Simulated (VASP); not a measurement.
# Ru (P6_3/mmc) in VASP: notebook

Ru is run at these levels: PBEsol; tasks: electric field gradients.

Everything below comes from runs of VASP 6.6.1. Logs are shortened: lines on timing, memory, paths and dates and some standing lists are left out, and cuts for length are marked.

### 1 The cell of the first run

It takes space group P6_3/mmc (No. 194, hexagonal). Conventional cell: a = 2.652 Å, b = 2.652 Å, c = 4.282 Å, α = 90.00°, β = 90.00°, γ = 120.00°. Within 3.5 Å of Ru (site symmetry -6m2) lie 12 Ru at 2.63 to 2.65 Å.

### 2 Electric field gradients, PBEsol (equal xx and yy strain of -2 %)

INCAR reads:

```
ALGO = Normal
EDIFF = 1E-8
ENCUT = 520
GGA = PS
ISIF = 2
ISMEAR = -1
LASPH = True
LCHARG = False
LEFG = True
LREAL = False
LWAVE = False
NBANDS = 21
NELM = 100
PREC = Accurate
SIGMA = 0.03
```

KPOINTS reads:

```
k-points
0
Gamma
  14 14 8
```

POSCAR reads:

```
Ru
1.0
    2.6516833475      0.0000000000      0.0000000000
   -1.3258416738      2.2964251418      0.0000000000
    0.0000000000      0.0000000000      4.2819000000
Ru
2
Direct
    0.3333333333      0.6666666667      0.2500000000
    0.6666666667      0.3333333333      0.7500000000
```

Potentials or basis: VASP PAW PBE potentials, release 64 (Ru_pv).

Launch:

```bash
$ cat potpaw_PBE.64/Ru_pv/POTCAR > POTCAR
$ mpirun -np 1 vasp_std > vasp.out
```

OUTCAR:

```text
EDIFF = 1E-8
   ENCUT = 520
   GGA = PS
   ISIF = 2
   ISMEAR = -1
   LASPH = True
   LREAL = False
   NELM = 100
   PREC = Accurate

 ion  position               nearest neighbor table
   1  0.333  0.667  0.250-   2 2.63   2 2.63   2 2.63   2 2.63   2 2.63   2 2.63
   2  0.667  0.333  0.750-   1 2.63   1 2.63   1 2.63   1 2.63   1 2.63   1 2.63

  LATTYP: Found a hexagonal cell.
 ALAT       =     2.6516833475
 C/A-ratio  =     1.6147855678

  Lattice vectors:

 A1 = (   2.6516833475,   0.0000000000,   0.0000000000)
 A2 = (  -1.3258416738,   2.2964251418,   0.0000000000)
 A3 = (   0.0000000000,   0.0000000000,   4.2819000000)

Analysis of symmetry for initial positions (statically):
=====================================================================
 Subroutine PRICEL returns:
 Original cell was already a primitive cell.

 Routine SETGRP: Setting up the symmetry group for a
 hexagonal supercell.

 Subroutine GETGRP returns: Found 24 space group operations
 (whereof 12 operations were pure point group operations)
 out of a pool of 24 trial point group operations.

The static configuration has the point symmetry D_3d.
 The point group associated with its full space group is D_6h.

Analysis of symmetry for dynamics (positions and initial velocities):
=====================================================================
 Subroutine PRICEL returns:
 Original cell was already a primitive cell.

 Routine SETGRP: Setting up the symmetry group for a
 hexagonal supercell.

 Subroutine GETGRP returns: Found 24 space group operations
 (whereof 12 operations were pure point group operations)
 out of a pool of 24 trial point group operations.

The dynamic configuration has the point symmetry D_3d.
 The point group associated with its full space group is D_6h.

 Subroutine INISYM returns: Found 24 space group operations
 (whereof 12 operations are pure point group operations),
 and found     1 'primitive' translations

----------------------------------------------------------------------------------------

                                     Primitive cell

  volume of cell :      26.0742

  direct lattice vectors                    reciprocal lattice vectors
     2.651683348  0.000000000  0.000000000     0.377118935  0.217729719  0.000000000
    -1.325841674  2.296425142  0.000000000     0.000000000  0.435459437  0.000000000
     0.000000000  0.000000000  4.281900000     0.000000000  0.000000000  0.233541185

  length of vectors
     2.651683348  2.651683348  4.281900000     0.435459437  0.435459437  0.233541185

  position of ions in fractional coordinates (direct lattice)
     0.333333333  0.666666667  0.250000000
     0.666666667  0.333333333  0.750000000

  ion indices of the primitive-cell ions
   primitive index   ion index
                 1           1
                 2           2

----------------------------------------------------------------------------------------

 KPOINTS: k-points

Automatic generation of k-mesh.
 Grid dimensions read from file:
 generate k-points for:   14   14    8

 Generating k-lattice:

  Cartesian coordinates                     Fractional coordinates (reciprocal lattice)
     0.026937067  0.015552123  0.000000000     0.071428571  0.000000000  0.000000000
     0.000000000  0.031104246  0.000000000     0.000000000  0.071428571  0.000000000
     0.000000000  0.000000000  0.029192648     0.000000000  0.000000000  0.125000000

  Length of vectors
     0.031104246  0.031104246  0.029192648

  Shift w.r.t. Gamma in fractional coordinates (k-lattice)
     0.000000000  0.000000000  0.000000000

 Subroutine IBZKPT returns following result:
 ===========================================

 Found    120 irreducible k-points:

 Following reciprocal coordinates:
            Coordinates               Weight
  0.000000  0.000000  0.000000      1.000000
  0.071429  0.000000  0.000000      6.000000
  0.142857  0.000000  0.000000      6.000000
  0.214286  0.000000  0.000000      6.000000
  0.285714  0.000000  0.000000      6.000000
  0.357143  0.000000  0.000000      6.000000
[... 16 lines left out ...]
  0.285714  0.285714  0.000000      6.000000
  0.357143  0.285714  0.000000      6.000000
 [... further k-points ...]
   k-points           NKPTS =    120   k-points in BZ     NKDIM =    120   number of bands    NBANDS=     21
   number of dos      NEDOS =    301   number of ions     NIONS =      2
   total plane-waves  NPLWV =  12800
   dimension x,y,z NGX =    20 NGY =   20 NGZ =   32
   dimension x,y,z NGXF=    40 NGYF=   40 NGZF=   64
   ions per type =               2
   NGX,Y,Z   is equivalent  to a cutoff of  12.54, 12.54, 12.42 a.u.
   NGXF,Y,Z  is equivalent  to a cutoff of  25.08, 25.08, 24.85 a.u.
 SYSTEM =  unknown system
   PREC   = accura    normal or accurate (medium, high low for compatibility)
   ISTART =      0    job   : 0-new  1-cont  2-samecut
   ICHARG =      2    charge: 1-file 2-atom 10-const
   ISPIN  =      1    spin polarized calculation?
   LNONCOLLINEAR =      F non collinear calculations
   LSORBIT =      F    spin-orbit coupling
   LASPH  =      T    aspherical Exc in radial PAW
   ENCUT  =  520.0 eV  38.22 Ry    6.18 a.u.   4.93  4.93  7.96*2*pi/ulx,y,z
   NELM   =    100;   NELMIN=  2; NELMDL= -5     # of ELM steps
   EDIFF  = 0.1E-07   stopping-criterion for ELM
   LREAL  =      F    real-space projection
   EDIFFG = 0.1E-06   stopping-criterion for IOM
   NSW    =      0    number of steps for IOM
   IBRION =     -1    ionic relax: 0-MD 1-quasi-New 2-CG
   NFREE  =      0    steps in history (QN), initial steepest desc. (CG)
   ISIF   =      2    stress and relaxation
   ISYM   =      2    0-nonsym 1-usesym 2-fastsym
   POTIM  = 0.5000    time-step for ionic-motion
   TEBEG  =    0.0;   TEEND  =   0.0 temperature during run
   PSTRESS=    0.0 pullay stress
   NELECT =      28.0000    total number of electrons
   NUPDOWN=      -1.0000    fix difference up-down
   EMIN   =  10.00;   EMAX   =-10.00  energy-range for DOS
   EFERMI =   0.00;   METHOD = LEGACY
   ISMEAR =    -1;   SIGMA  =   0.03  broadening in eV -4-tet -1-fermi 0-gaus
   EFERMI_NEDOS =   21; number of points for ismear=-14 and -15
   IALGO  =     38    algorithm
   IMIX   =      4    mixing-type and parameters
     AMIX     =   0.40;   BMIX     =  1.00
     AMIX_MAG =   1.60;   BMIX_MAG =  1.00
  volume/ion in A,a.u.               =      13.04        87.98
  Fermi-wavevector in a.u.,A,eV,Ry     =   1.676450  3.168032 38.238978  2.810486
  Thomas-Fermi vector in A             =   2.760891
   LORBIT       =      0    0 simple, 1 ext, 2 COOP (PROOUT), +10 PAW based schemes
   GGA     = PS    functional components
   LHFCALC =     F    Hartree Fock is set to
   AEXX    =    0.0000 exact exchange contribution
   IVDW    =     0    specifies the selected vdW correction
   LEPSILON=     F    determine dielectric tensor
   LRPA    =     F    only Hartree local field effects (RPA)
 non-spin polarized calculation
  energy-cutoff  :      520.00
  volume of cell :       26.07
 maximum number of plane-waves:       722
 NGX is ok and might be reduce to    20
   NGX =  9   NGY =  9   NGZ = 15

 number of electron      27.9999996 magnetization

 Free energy of the ion-electron system (eV)
  ---------------------------------------------------
  ext. energy  EPLUGINS =         0.00000000
  ---------------------------------------------------
  free energy    TOTEN  =       -20.30974356 eV

  energy without entropy =      -20.30308223  energy(sigma->0) =      -20.30641290

 E-fermi :  13.4388     XC(G=0): -14.5341

 val. band max:       13.4315936092   @ k =   0.1429   0.1429   0.1250
 cond. band min:      13.4476585722   @ k =   0.2143   0.0714   0.2500
 fundamental gap:      0.0160649630
 Fermi energy:        13.4388476699

 k-point     1 :       0.0000    0.0000    0.0000
  band No.  band energies     occupation
      1     -30.2811      2.00000
      2     -29.2032      2.00000
      3     -29.2032      2.00000
      4     -29.0290      2.00000
      5     -29.0290      2.00000
      6     -29.0228      2.00000
[... 13 lines left out ...]
     20      23.6902      0.00000
     21      23.9989      0.00000

 k-point     2 :       0.0714    0.0000    0.0000
  band No.  band energies     occupation
      1     -30.2612      2.00000
      2     -29.2491      2.00000
      3     -29.2180      2.00000
      4     -29.0766      2.00000
      5     -29.0357      2.00000
      6     -29.0309      2.00000
[... 13 lines left out ...]
     20      23.6902      0.00000
     21      23.9706      0.00000
[... 487 lines left out ...]
      5     -29.4780      2.00000
      6     -29.4058      2.00000
[... 13 lines left out ...]
     20      23.6914      0.00000
     21      23.6939      0.00000

 k-point    24 :       0.3571    0.2857    0.0000
  band No.  band energies     occupation
      1     -29.9537      2.00000
      2     -29.7613      2.00000
      3     -29.7454      2.00000
      4     -29.5679      2.00000
      5     -29.5242      2.00000
      6     -29.4663      2.00000
[... 13 lines left out ...]
     20      23.6916      0.00000
     21      23.6925      0.00000

 [... further k-points ...]
[... 5 lines left out ...]
  --------------------------------------------------------------------------------------
  -------------------------------------------------------------------------------------
  Total        1.9395698      1.9395698     -0.0814818     -0.0000000     -0.0000000      0.0000000
  in kB      119.1805897    119.1805897     -5.0068036     -0.0000000     -0.0000000      0.0000000
  external PRESSURE =      77.7847919 kB  Pullay stress =       0.0000000 kB

 VOLUME and BASIS-vectors are now :
 -----------------------------------------------------------------------------
  energy-cutoff  :      520.00
  volume of cell :       26.07
      direct lattice vectors                 reciprocal lattice vectors
     2.651683348  0.000000000  0.000000000     0.377118935  0.217729719  0.000000000
    -1.325841674  2.296425142  0.000000000     0.000000000  0.435459437  0.000000000
     0.000000000  0.000000000  4.281900000     0.000000000  0.000000000  0.233541185

 POSITION                                       TOTAL-FORCE (eV/Angst)
 -----------------------------------------------------------------------------------
     -0.00000      1.53095      1.07048        -0.000000      0.000000      0.000000
      1.32584      0.76548      3.21143         0.000000     -0.000000      0.000000
 -----------------------------------------------------------------------------------
    total drift:                               -0.000000      0.000000     -0.000000

  FREE ENERGIE OF THE ION-ELECTRON SYSTEM (eV)
  ---------------------------------------------------
  free  energy   TOTEN  =       -20.3097435609 eV

  energy  without entropy=      -20.3030822305  energy(sigma->0) =      -20.30641290

 Electric field gradients (V/A^2)
---------------------------------------------------------------------
 ion       V_xx      V_yy      V_zz      V_xy      V_xz      V_yz
---------------------------------------------------------------------
   1       2.965     2.965    -5.929    -0.000     0.000    -0.000
   2       2.965     2.965    -5.929    -0.000    -0.000     0.000
---------------------------------------------------------------------

 Electric field gradients after diagonalization (V/A^2)
 (convention: |V_zz| > |V_xx| > |V_yy|)
----------------------------------------------------------------------
 ion       V_xx      V_yy      V_zz     asymmetry (V_yy - V_xx)/ V_zz
----------------------------------------------------------------------
   1       2.965     2.964    -5.929       0.000
   2       2.965     2.964    -5.929       0.000
----------------------------------------------------------------------

           NMR quadrupolar parameters

 Cq : quadrupolar parameter    Cq=e*Q*V_zz/h
 eta: asymmetry parameters     (V_yy - V_xx)/ V_zz
 Q  : nuclear electric quadrupole moment in mb (millibarn)
----------------------------------------------------------------------
 ion       Cq(MHz)       eta       Q (mb)
----------------------------------------------------------------------
   1      -0.014       0.000       1.000
   2      -0.014       0.000       1.000
----------------------------------------------------------------------
```

Wall time 70 s (1 thread of AMD EPYC 7R13, shared host); peak memory 0.14 GiB.

What came out:

```
Free energy            : -20.3097 eV
Pressure               : 7.8 GPa
Band gap on the k mesh : zero (band 14 reaches 15.29 eV, above the bottom of band 15 at 11.89 eV)
```

Electric field gradients, principal values (V/Å²):
| atom | least | middle | greatest (by size) |
| --- | --- | --- | --- |
| 1 Ru | 2.964 | 2.965 | -5.929 |
| 2 Ru | 2.964 | 2.965 | -5.929 |

Caveat: the cell differs from its parent crystal (equal xx and yy strain of -2 %); without QUAD_EFG the Cq values of the log hold for a quadrupole moment of 1 mb, not for the nuclei; the PAW data sets were made with another functional, which shifts forces and pressure a little.

### 3 Electric field gradients, PBEsol (equal xx and yy strain of +1 %)

INCAR reads:

```
PREC     = Accurate       # precision mode
ENCUT    = 520            # plane-wave cutoff, eV
EDIFF    = 1E-8           # SCF threshold, eV
ISMEAR   = -1             # smearing method
SIGMA    = 0.03           # smearing width, eV
LREAL    = False          # projectors in reciprocal space
LASPH    = True           # aspherical terms in the spheres
NELM     = 80             # most SCF steps
ALGO     = Normal         # electronic algorithm
ISIF     = 2              # what is computed and relaxed
LWAVE    = False          # write WAVECAR
LCHARG   = False          # write CHGCAR
GGA      = PS             # functional
LEFG     = True         
NBANDS   = 21             # bands
```

KPOINTS reads:

```
Automatic mesh
0
Gamma
  14 14 8
```

POSCAR reads:

```
Ru
1.0
    2.7328573275      0.0000000000      0.0000000000
   -1.3664286638      2.3667238706      0.0000000000
    0.0000000000      0.0000000000      4.2819000000
Ru
2
Direct
    0.3333333333      0.6666666667      0.2500000000
    0.6666666667      0.3333333333      0.7500000000
```

Potentials or basis: VASP PAW PBE potentials, release 64 (Ru_pv).

Launch:

```bash
$ cat potpaw_PBE.64/Ru_pv/POTCAR > POTCAR
$ mpirun -np 1 vasp_std > vasp.out
```

OUTCAR:

```text
PREC = Accurate
   ENCUT = 520
   EDIFF = 1E-8
   ISMEAR = -1
   LREAL = False
   LASPH = True
   NELM = 80
   ISIF = 2
   GGA = PS

 ion  position               nearest neighbor table
   1  0.333  0.667  0.250-   2 2.66   2 2.66   2 2.66   2 2.66   2 2.66   2 2.66
   2  0.667  0.333  0.750-   1 2.66   1 2.66   1 2.66   1 2.66   1 2.66   1 2.66

  LATTYP: Found a hexagonal cell.
 ALAT       =     2.7328573275
 C/A-ratio  =     1.5668216401

  Lattice vectors:

 A1 = (   2.7328573275,   0.0000000000,   0.0000000000)
[... 790 lines left out ...]
  ---------------------------------------------------
  free  energy   TOTEN  =       -20.2974825994 eV

  energy  without entropy=      -20.2908055825  energy(sigma->0) =      -20.29414409

 Electric field gradients (V/A^2)
---------------------------------------------------------------------
 ion       V_xx      V_yy      V_zz      V_xy      V_xz      V_yz
---------------------------------------------------------------------
   1       8.408     8.411   -16.819     0.002     0.000    -0.000
   2       8.408     8.411   -16.819     0.002    -0.000     0.000
---------------------------------------------------------------------

 Electric field gradients after diagonalization (V/A^2)
 (convention: |V_zz| > |V_xx| > |V_yy|)
----------------------------------------------------------------------
 ion       V_xx      V_yy      V_zz     asymmetry (V_yy - V_xx)/ V_zz
----------------------------------------------------------------------
   1       8.412     8.407   -16.819       0.000
   2       8.412     8.407   -16.819       0.000
----------------------------------------------------------------------

           NMR quadrupolar parameters

 Cq : quadrupolar parameter    Cq=e*Q*V_zz/h
 eta: asymmetry parameters     (V_yy - V_xx)/ V_zz
 Q  : nuclear electric quadrupole moment in mb (millibarn)
----------------------------------------------------------------------
 ion       Cq(MHz)       eta       Q (mb)
----------------------------------------------------------------------
   1      -0.041       0.000       1.000
   2      -0.041       0.000       1.000
----------------------------------------------------------------------
```

Run time: 75 s. Hardware: 1 thread of AMD EPYC 7R13, shared host; peak memory 0.15 GiB.

What came out:

| Quantity | Value |
| --- | --- |
| Free energy | -20.2975 eV |
| Pressure | -12.2 GPa |
| Band gap on the k mesh | zero (band 14 reaches 13.88 eV, above the bottom of band 15 at 10.80 eV) |

Stress tensor (GPa, compression positive):
```
-12.90   0.00   0.00
  0.00 -12.90   0.00
  0.00   0.00 -10.88
```

Electric field gradients, principal values (V/Å²):
| atom | least | middle | greatest (by size) |
| --- | --- | --- | --- |
| 1 Ru | 8.407 | 8.412 | -16.819 |
| 2 Ru | 8.407 | 8.412 | -16.819 |

Caveat: the cell differs from its parent crystal (equal xx and yy strain of +1 %); without QUAD_EFG the Cq values of the log hold for a quadrupole moment of 1 mb, not for the nuclei; the PAW data sets were made with another functional, which shifts forces and pressure a little.

[end of part 1 of 2]
